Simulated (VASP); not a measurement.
# Ga (Im-3m) in VASP: a series of runs

Runs on Ga. Level: PBE. Tasks: single point.

Program: VASP 6.6.1. These are calculated values, not measurements. Logs are shortened: lines on timing, memory, paths and dates and some standing lists are left out, and cuts for length are marked.

## Step 1: The cell of the first run

The structure is cubic, space group Im-3m (No. 229). The conventional cell has a = 2.968 Å, b = 2.968 Å, c = 2.968 Å, α = 90.00°, β = 90.00°, γ = 90.00°. Within 3.4 Å of Ga (site symmetry m-3m) lie 14 Ga at 2.57 to 2.97 Å.

## Step 2: Single point, PBE (volume scaled by 0.68)

Input file INCAR:

```
SYSTEM = Ga
  ALGO = Normal
  EDIFF = 1E-6
  ENCUT = 520
  GGA = PE
  ISIF = 2
  ISMEAR = -1
  LASPH = .True.
  LCHARG = .False.
  LREAL = .False.
  LWAVE = .False.
  NBANDS = 12
  NELM = 80
  PREC = Accurate
  SIGMA = 0.08
```

Input file KPOINTS:

```
k-points
0
Gamma
  16 16 16
  0 0 0
```

Input file POSCAR:

```
Ga
1.0
   -1.4842076700      1.4842076700      1.4842076700
    1.4842076700     -1.4842076700      1.4842076700
    1.4842076700      1.4842076700     -1.4842076700
Ga
1
Direct
    0.0000000000      0.0000000000      0.0000000000
```

Potentials or basis: VASP PAW PBE potentials, release 64 (Ga_d).

Launch:

```bash
> cat potpaw_PBE.64/Ga_d/POTCAR > POTCAR
> mpirun -np 1 vasp_std > vasp.out
```

OUTCAR:

```text
SYSTEM = Ga
   EDIFF = 1E-6
   ENCUT = 520
   GGA = PE
   ISIF = 2
   ISMEAR = -1
   LASPH = .True.
   LREAL = .False.
   NELM = 80
   PREC = Accurate

 ion  position               nearest neighbor table
   1  0.000  0.000  0.000-

  LATTYP: Found a body centered cubic cell.
 ALAT       =     2.9684153400

  Lattice vectors:

 A1 = (  -1.4842076700,   1.4842076700,   1.4842076700)
 A2 = (   1.4842076700,  -1.4842076700,   1.4842076700)
 A3 = (   1.4842076700,   1.4842076700,  -1.4842076700)

Analysis of symmetry for initial positions (statically):
=====================================================================
 Subroutine PRICEL returns:
 Original cell was already a primitive cell.

 Routine SETGRP: Setting up the symmetry group for a
 body centered cubic supercell.

 Subroutine GETGRP returns: Found 48 space group operations
 (whereof 48 operations were pure point group operations)
 out of a pool of 48 trial point group operations.

The static configuration has the point symmetry O_h .

Analysis of symmetry for dynamics (positions and initial velocities):
=====================================================================
 Subroutine PRICEL returns:
 Original cell was already a primitive cell.

 Routine SETGRP: Setting up the symmetry group for a
 body centered cubic supercell.

 Subroutine GETGRP returns: Found 48 space group operations
 (whereof 48 operations were pure point group operations)
 out of a pool of 48 trial point group operations.

The dynamic configuration has the point symmetry O_h .

 Subroutine INISYM returns: Found 48 space group operations
 (whereof 48 operations are pure point group operations),
 and found     1 'primitive' translations

----------------------------------------------------------------------------------------

                                     Primitive cell

  volume of cell :      13.0781

  direct lattice vectors                    reciprocal lattice vectors
    -1.484207670  1.484207670  1.484207670     0.000000000  0.336880081  0.336880081
     1.484207670 -1.484207670  1.484207670     0.336880081  0.000000000  0.336880081
     1.484207670  1.484207670 -1.484207670     0.336880081  0.336880081  0.000000000

  length of vectors
     2.570723093  2.570723093  2.570723093     0.476420379  0.476420379  0.476420379

  position of ions in fractional coordinates (direct lattice)
     0.000000000  0.000000000  0.000000000

  ion indices of the primitive-cell ions
   primitive index   ion index
                 1           1

----------------------------------------------------------------------------------------

 KPOINTS: k-points

Automatic generation of k-mesh.
 Grid dimensions read from file:
 generate k-points for:   16   16   16

 Generating k-lattice:

  Cartesian coordinates                     Fractional coordinates (reciprocal lattice)
     0.000000000  0.021055005  0.021055005     0.062500000  0.000000000  0.000000000
     0.021055005  0.000000000  0.021055005     0.000000000  0.062500000  0.000000000
     0.021055005  0.021055005  0.000000000     0.000000000  0.000000000  0.062500000

  Length of vectors
     0.029776274  0.029776274  0.029776274

  Shift w.r.t. Gamma in fractional coordinates (k-lattice)
     0.000000000  0.000000000  0.000000000

 Subroutine IBZKPT returns following result:
 ===========================================

 Found    145 irreducible k-points:

 Following reciprocal coordinates:
            Coordinates               Weight
  0.000000  0.000000  0.000000      1.000000
  0.062500  0.000000  0.000000     12.000000
  0.125000  0.000000  0.000000     12.000000
  0.187500  0.000000  0.000000     12.000000
  0.250000  0.000000  0.000000     12.000000
  0.312500  0.000000  0.000000     12.000000
[... 16 lines left out ...]
  0.187500  0.187500  0.000000     24.000000
  0.250000  0.187500  0.000000     48.000000
 [... further k-points ...]
   k-points           NKPTS =    145   k-points in BZ     NKDIM =    145   number of bands    NBANDS=     12
   number of dos      NEDOS =    301   number of ions     NIONS =      1
   total plane-waves  NPLWV =   8000
   dimension x,y,z NGX =    20 NGY =   20 NGZ =   20
   dimension x,y,z NGXF=    40 NGYF=   40 NGZF=   40
   ions per type =               1
   NGX,Y,Z   is equivalent  to a cutoff of  12.93, 12.93, 12.93 a.u.
   NGXF,Y,Z  is equivalent  to a cutoff of  25.87, 25.87, 25.87 a.u.
 SYSTEM =  Ga
   PREC   = accura    normal or accurate (medium, high low for compatibility)
   ISTART =      0    job   : 0-new  1-cont  2-samecut
   ICHARG =      2    charge: 1-file 2-atom 10-const
   ISPIN  =      1    spin polarized calculation?
   LNONCOLLINEAR =      F non collinear calculations
   LSORBIT =      F    spin-orbit coupling
   LASPH  =      T    aspherical Exc in radial PAW
   ENCUT  =  520.0 eV  38.22 Ry    6.18 a.u.   4.78  4.78  4.78*2*pi/ulx,y,z
   NELM   =     80;   NELMIN=  2; NELMDL= -5     # of ELM steps
   EDIFF  = 0.1E-05   stopping-criterion for ELM
   LREAL  =      F    real-space projection
   EDIFFG = 0.1E-04   stopping-criterion for IOM
   NSW    =      0    number of steps for IOM
   IBRION =     -1    ionic relax: 0-MD 1-quasi-New 2-CG
   NFREE  =      0    steps in history (QN), initial steepest desc. (CG)
   ISIF   =      2    stress and relaxation
   ISYM   =      2    0-nonsym 1-usesym 2-fastsym
   POTIM  = 0.5000    time-step for ionic-motion
   TEBEG  =    0.0;   TEEND  =   0.0 temperature during run
   PSTRESS=    0.0 pullay stress
   NELECT =      13.0000    total number of electrons
   NUPDOWN=      -1.0000    fix difference up-down
   EMIN   =  10.00;   EMAX   =-10.00  energy-range for DOS
   EFERMI =   0.00;   METHOD = LEGACY
   ISMEAR =    -1;   SIGMA  =   0.08  broadening in eV -4-tet -1-fermi 0-gaus
   EFERMI_NEDOS =   21; number of points for ismear=-14 and -15
   IALGO  =     38    algorithm
   IMIX   =      4    mixing-type and parameters
     AMIX     =   0.40;   BMIX     =  1.00
     AMIX_MAG =   1.60;   BMIX_MAG =  1.00
  volume/ion in A,a.u.               =      13.08        88.26
  Fermi-wavevector in a.u.,A,eV,Ry     =   1.633834  3.087499 36.319579  2.669414
  Thomas-Fermi vector in A             =   2.725573
   LORBIT       =      0    0 simple, 1 ext, 2 COOP (PROOUT), +10 PAW based schemes
   GGA     = PE    functional components
[... 5 lines left out ...]
 non-spin polarized calculation
  energy-cutoff  :      520.00
  volume of cell :       13.08
 maximum number of plane-waves:       370
   NGX =  9   NGY =  9   NGZ =  9

 number of electron      12.9999989 magnetization

 Free energy of the ion-electron system (eV)
  ---------------------------------------------------
  ext. energy  EPLUGINS =         0.00000000
  ---------------------------------------------------
  free energy    TOTEN  =        -2.24771380 eV

  energy without entropy =       -2.24026584  energy(sigma->0) =       -2.24398982

 E-fermi :   9.7462     XC(G=0): -12.9824

 val. band max:        9.6580839497   @ k =  -0.3750   0.3750   0.0625
 cond. band min:       9.7914145200   @ k =   0.3125   0.0625   0.0625
 fundamental gap:      0.1333305703
 Fermi energy:         9.7461596003

 k-point     1 :       0.0000    0.0000    0.0000
  band No.  band energies     occupation
      1      -5.9034      2.00000
      2      -5.9034      2.00000
      3      -5.9034      2.00000
      4      -5.4747      2.00000
      5      -5.4747      2.00000
      6      -4.7006      2.00000
      7      27.5276      0.00000
      8      27.5276      0.00000
      9      27.5276      0.00000
     10      29.8369      0.00000
     11      29.8369      0.00000
     12      29.8369      0.00000

 k-point     2 :       0.0625    0.0000    0.0000
  band No.  band energies     occupation
      1      -5.9120      2.00000
      2      -5.9003      2.00000
      3      -5.8783      2.00000
      4      -5.4834      2.00000
      5      -5.4744      2.00000
      6      -4.5615      2.00000
      7      25.6633      0.00000
      8      26.5068      0.00000
      9      27.0123      0.00000
     10      28.5677      0.00000
     11      28.6721      0.00000
     12      29.5292      0.00000

 k-point     3 :       0.1250    0.0000    0.0000
  band No.  band energies     occupation
      1      -5.9363      2.00000
      2      -5.9012      2.00000
      3      -5.8062      2.00000
      4      -5.5065      2.00000
      5      -5.4735      2.00000
      6      -4.1356      2.00000
      7      22.2281      0.00000
      8      24.8069      0.00000
      9      25.7440      0.00000
     10      27.2618      0.00000
     11      27.6991      0.00000
     12      29.7011      0.00000

 k-point     4 :       0.1875    0.0000    0.0000
  band No.  band energies     occupation
      1      -5.9726      2.00000
      2      -5.9243      2.00000
      3      -5.6964      2.00000
      4      -5.5297      2.00000
      5      -5.4717      2.00000
      6      -3.4147      2.00000
      7      18.7649      0.00000
      8      23.1802      0.00000
      9      24.3705      0.00000
     10      26.0601      0.00000
     11      26.9413      0.00000
     12      30.3785      0.00000

 k-point     5 :       0.2500    0.0000    0.0000
  band No.  band energies     occupation
      1      -6.0152      2.00000
      2      -5.9780      2.00000
      3      -5.5639      2.00000
      4      -5.5372      2.00000
      5      -5.4692      2.00000
      6      -2.4011      2.00000
      7      15.4686      0.00000
      8      21.7681      0.00000
      9      23.1556      0.00000
     10      25.0868      0.00000
     11      26.3080      0.00000
     12      31.4053      0.00000

 k-point     6 :       0.3125    0.0000    0.0000
  band No.  band energies     occupation
      1      -6.0578      2.00000
      2      -6.0506      2.00000
      3      -5.5285      2.00000
      4      -5.4660      2.00000
      5      -5.4280      2.00000
      6      -1.1018      2.00000
      7      12.3832      0.00000
      8      20.6233      0.00000
      9      22.1754      0.00000
     10      24.3389      0.00000
     11      25.8204      0.00000
     12      32.7272      0.00000

 k-point     7 :       0.3750    0.0000    0.0000
  band No.  band energies     occupation
      1      -6.1208      2.00000
      2      -6.0938      2.00000
      3      -5.5134      2.00000
      4      -5.4629      2.00000
      5      -5.3099      2.00000
      6       0.4723      2.00000
      7       9.5301      1.87418
      8      19.7795      0.00000
      9      21.4602      0.00000
     10      23.8104      0.00000
     11      25.4804      0.00000
     12      34.3012      0.00000

 k-point     8 :       0.4375    0.0000    0.0000
  band No.  band energies     occupation
      1      -6.1704      2.00000
      2      -6.1178      2.00000
      3      -5.5007      2.00000
      4      -5.4606      2.00000
      5      -5.2295      2.00000
      6       2.2969      2.00000
      7       6.9373      2.00000
      8      19.2620      0.00000
      9      21.0256      0.00000
     10      23.4959      0.00000
     11      25.2811      0.00000
     12      36.0197      0.00000
[... 166 lines left out ...]
 k-point    20 :       0.3125    0.1250    0.0000
  band No.  band energies     occupation
      1      -6.0948      2.00000
      2      -6.0301      2.00000
      3      -5.5300      2.00000
      4      -5.4978      2.00000
      5      -5.3578      2.00000
      6       0.9212      2.00000
      7       9.9196      0.20532
      8      16.1907      0.00000
      9      20.1173      0.00000
     10      25.9259      0.00000
     11      29.4623      0.00000
     12      31.9606      0.00000

 k-point    21 :       0.3750    0.1250    0.0000
  band No.  band energies     occupation
      1      -6.1268      2.00000
      2      -6.0617      2.00000
      3      -5.5132      2.00000
      4      -5.4947      2.00000
      5      -5.2948      2.00000
      6       2.7507      2.00000
      7       7.3286      2.00000
      8      15.7544      0.00000
      9      19.6927      0.00000
     10      25.6271      0.00000
     11      29.3267      0.00000
     12      33.3975      0.00000

 k-point    22 :       0.4375    0.1250    0.0000
  band No.  band energies     occupation
      1      -6.1395      2.00000
      2      -6.0720      2.00000
      3      -5.5009      2.00000
      4      -5.5003      2.00000
      5      -5.2714      2.00000
      6       4.4520      2.00000
      7       5.3731      2.00000
      8      15.6077      0.00000
      9      19.5501      0.00000
     10      25.5275      0.00000
     11      29.2650      0.00000
     12      34.7930      0.00000

 k-point    23 :       0.1875    0.1875    0.0000
  band No.  band energies     occupation
      1      -6.0450      2.00000
      2      -5.9301      2.00000
      3      -5.5750      2.00000
      4      -5.5556      2.00000
      5      -5.4391      2.00000
      6      -0.7915      2.00000
      7      14.5345      0.00000
      8      14.9514      0.00000
      9      20.7733      0.00000
     10      27.7410      0.00000
     11      28.4176      0.00000
     12      33.1679      0.00000

 k-point    24 :       0.2500    0.1875    0.0000
  band No.  band energies     occupation
      1      -6.0751      2.00000
      2      -5.9458      2.00000
      3      -5.5641      2.00000
      4      -5.5405      2.00000
      5      -5.3986      2.00000
      6       0.6491      2.00000
      7      11.7842      0.00000
      8      13.9254      0.00000
      9      20.0004      0.00000
     10      27.4173      0.00000
     11      29.3579      0.00000
     12      33.5221      0.00000

 [... further k-points ...]
[... 5 lines left out ...]
  --------------------------------------------------------------------------------------
  -------------------------------------------------------------------------------------
  Total        3.8552861      3.8552861      3.8552861     -0.0000000     -0.0000000     -0.0000000
  in kB      472.3057038    472.3057038    472.3057038     -0.0000000     -0.0000000     -0.0000000
  external PRESSURE =     472.3057038 kB  Pullay stress =       0.0000000 kB

 VOLUME and BASIS-vectors are now :
 -----------------------------------------------------------------------------
  energy-cutoff  :      520.00
  volume of cell :       13.08
      direct lattice vectors                 reciprocal lattice vectors
    -1.484207670  1.484207670  1.484207670     0.000000000  0.336880081  0.336880081
     1.484207670 -1.484207670  1.484207670     0.336880081  0.000000000  0.336880081
     1.484207670  1.484207670 -1.484207670     0.336880081  0.336880081  0.000000000

 POSITION                                       TOTAL-FORCE (eV/Angst)
 -----------------------------------------------------------------------------------
      0.00000      0.00000      0.00000        -0.000000     -0.000000     -0.000000
 -----------------------------------------------------------------------------------
    total drift:                                0.000000     -0.000000      0.000000

  FREE ENERGIE OF THE ION-ELECTRON SYSTEM (eV)
  ---------------------------------------------------
  free  energy   TOTEN  =        -2.2477138002 eV

  energy  without entropy=       -2.2402658432  energy(sigma->0) =       -2.24398982
```

Run time: 36 s. Hardware: 1 thread of Intel Xeon 8259CL, shared host; peak memory 0.14 GiB.

Results:

* Free energy: -2.2477 eV
* Pressure: 47.2 GPa

## Step 3: Single point, PBE (volume scaled by 0.78)

Input file INCAR:

```
SYSTEM = Ga
ALGO = Normal
EDIFF = 1E-6
ENCUT = 520
GGA = PE
ISIF = 2
ISMEAR = -1
LASPH = .TRUE.
LCHARG = .TRUE.
LELF = .TRUE.
LREAL = .FALSE.
LVHAR = .TRUE.
LWAVE = .FALSE.
NBANDS = 12
NELM = 80
PREC = Accurate
SIGMA = 0.08
```

Input file KPOINTS:

```
k-points
0
G
  16 16 16
  0 0 0
```

Input file POSCAR:

```
Ga
1.0
   -1.5536620877      1.5536620877      1.5536620877
    1.5536620877     -1.5536620877      1.5536620877
    1.5536620877      1.5536620877     -1.5536620877
Ga
1
Direct
    0.0000000000      0.0000000000      0.0000000000
```

Potentials or basis: VASP PAW PBE potentials, release 64 (Ga_d).

Launch:

```bash
> cat potpaw_PBE.64/Ga_d/POTCAR > POTCAR
> mpirun -np 1 vasp_std > vasp.out
```

It took 34 s on 1 thread of Intel Xeon 8259CL, shared host; peak memory 0.14 GiB.

Results (log left out):

- Free energy: -2.6455 eV
- Pressure: 21.8 GPa

Levels at points of the mesh, in eV from the Fermi level:
| k point | band 3 | band 4 | band 5 | band 6 | band 7 | band 8 | band 9 | band 10 |
| --- | --- | --- | --- | --- | --- | --- | --- | --- |
| (0.00, 0.00, 0.00) | -15.29 | -14.97 | -14.97 | -13.03 | 15.64 | 15.64 | 15.64 | 19.20 |
| (0.50, 0.00, 0.00) | -14.99 | -14.96 | -14.77 | -4.95 | -4.61 | 8.41 | 10.37 | 12.76 |
| (0.50, 0.50, 0.50) | -14.82 | -14.82 | -14.82 | 1.64 | 1.64 | 1.64 | 3.57 | 6.00 |

(Continued in part 2 of 2.)
